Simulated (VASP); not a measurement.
Input of a VASP 6.6.1 run:

The input INCAR:

```
PREC     = Accurate       # precision mode
ENCUT    = 520            # plane-wave cutoff, eV
EDIFF    = 1E-6           # SCF threshold, eV
ISMEAR   = 0              # smearing method
SIGMA    = 0.1            # smearing width, eV
LREAL    = F              # projectors in reciprocal space
LASPH    = T              # aspherical terms in the spheres
NELM     = 60             # most SCF steps
ALGO     = Normal         # electronic algorithm
ISIF     = 2              # what is computed and relaxed
LWAVE    = F              # write WAVECAR
LCHARG   = F              # write CHGCAR
GGA      = PE             # functional
NBANDS   = 41             # bands
```

Contents of KPOINTS:

```
Automatic mesh
0
Gamma
  4 4 4
```

POSCAR

```
Bi4O
1.0
    5.0402678500      0.0000000000      0.0000000000
    0.0000000000      5.0402678500      0.0000000000
    0.0000000000      0.0000000000      5.0402678500
Bi O
4 1
Direct
    0.2500000000      0.2500000000      0.2500000000
    0.7500000000      0.7500000000      0.2500000000
    0.7500000000      0.2500000000      0.7500000000
    0.2500000000      0.7500000000      0.7500000000
    0.0000000000      0.0000000000      0.0000000000
```

Potentials or basis: VASP PAW PBE potentials, release 64 (Bi_d, O).

Launch:

```sh
$ cat potpaw_PBE.64/Bi_d/POTCAR potpaw_PBE.64/O/POTCAR > POTCAR
$ mpirun -np 1 vasp_std > vasp.out
```

Predict the pressure.

9.3 GPa.

Predict the band gap on the k mesh.

zero (bands 33 and 34 overlap by 3.25 eV).

Caveat: the cell differs from its parent crystal (atoms taken out); the cell stands under pressure; spin-orbit coupling is left out, which moves the levels of the heavy elements.
